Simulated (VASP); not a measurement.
Here is a VASP 6.6.1 calculation.

INCAR

```
PREC = Accurate
ENCUT = 520
EDIFF = 1E-6
ISMEAR = 1
SIGMA = 0.15
LREAL = F
LASPH = T
NELM = 80
ALGO = Normal
ISIF = 2
LWAVE = F
LCHARG = F
GGA = PS
NBANDS = 18
```

File KPOINTS:

```
regular mesh
0
Gamma
  11 11 6
```

File POSCAR:

```
Au
1.0
    2.9381622711      0.0000000000      0.0000000000
   -1.4690811355      2.5445235005      0.0000000000
    0.0000000000      0.0000000000      4.9442178906
Au
2
Direct
    0.3333333333      0.6666666667      0.7500000000
    0.6666666667      0.3333333333      0.2500000000
```

Potentials or basis: VASP PAW PBE potentials, release 64 (Au).

Launch:

```bash
$ cat potpaw_PBE.64/Au/POTCAR > POTCAR
$ mpirun -np 1 vasp_std > vasp.out
```

Problem. What does it give for the pressure?

Solution. -11.3 GPa.

Problem. What does it give for the band gap on the k mesh?

Solution. Zero (bands 11 and 12 overlap by 5.96 eV).

Caveat: the cell stands under tension; the PAW data sets were made with another functional, which shifts forces and pressure a little; spin-orbit coupling is left out, which moves the levels of the heavy elements.
